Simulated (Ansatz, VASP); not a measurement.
## Rh: VASP beside Ansatz

```xyz
2
Lattice="2.6887 0.0000 0.0000 -1.3444 2.3285 0.0000 0.0000 0.0000 4.3290" Properties=species:S:1:pos:R:3 pbc="T T T"
Rh    1.3444    0.7762    3.2468
Rh    0.0000    1.5523    1.0823
```

Alike in both runs: task single point; functional PBEsol; k mesh 24 × 24 × 12; occupations gaussian, width 0.1 eV; no spin polarisation.

|  | VASP | Ansatz |
| --- | --- | --- |
| version | VASP 6.6.1 | Ansatz 0.2.0 |
| potentials or method | VASP PAW PBE potentials, release 64 (Rh_pv), cutoff 520 eV | scalar-relativistic, plane waves, PAW |
| valence electrons in the cell | 30 | 34 |

```tsv
	VASP	Ansatz	Ansatz less VASP
gap on the k mesh at the Fermi level (eV)	none	none	-
pressure (GPa)	-0.1	0.0	+0.05
traceless stress, the component that is largest in VASP (GPa)	0.54	0.54	-0.008
```

VASP's potentials were made for PBE, not for PBEsol. A gap of «none» marks a metal or a gap that the smearing closes. With one functional, cell and mesh, what is left measures potentials, basis and numerics. VASP's potentials hold 30 valence electrons a cell and Ansatz's 34, so a difference there can come from the potentials and not from the codes.
